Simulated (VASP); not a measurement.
Crystal: Ta2N.

```xyz
3
Lattice="3.1129 0.0000 0.0000 -1.5564 2.6958 0.0000 0.0000 0.0000 4.8698" Properties=species:S:1:pos:R:3 pbc="T T T"
Ta    1.5564    0.8986    3.6294
Ta    0.0000    1.7972    1.2404
N     0.0000    0.0000    0.0000
```

- Program: VASP 6.6.1
- Task: relaxation of cell and atoms
- Functional: PBEsol
- Potentials or basis: VASP PAW PBE potentials, release 64 (Ta_pv, N)
- Cutoff: 600 eV
- k mesh: 9 × 9 × 4
- Occupations: gaussian, width 0.1 eV
- Spin: no spin polarisation

At the start: pressure -8.7 GPa; volume 13.62 Å³/atom.

Task: Where does the relaxation end?

Result: Over 6 steps the energy falls by 12.4 meV/atom and the volume is 13.23 Å³/atom (-2.9 %); space group P-3m1 (No. 164, to 0.1 Å) before and after.

Step by step:
```
step  energy change (eV)  largest force (eV/Å)  pressure (GPa)  volume (Å³)
   1              0.0000                0.4227           -8.70        40.87
   2              0.2347                0.8900           29.70        36.65
   3             -0.0364                0.1295           -0.13        39.68
   4             -0.0364                0.1189            0.15        39.65
   5             -0.0364                0.1119            0.35        39.62
   6             -0.0371                0.0059            0.22        39.68
```

Final structure:
```
CELL_PARAMETERS angstrom
3.08490 0.00000 0.00000
-1.54245 2.67160 0.00000
0.00000 0.00000 4.81410
ATOMIC_POSITIONS crystal
Ta 0.66667 0.33333 0.74742
Ta 0.33333 0.66667 0.25258
N 0.00000 0.00000 0.00000
```

Caveat: the PAW data sets were made with another functional, which shifts forces and pressure a little.
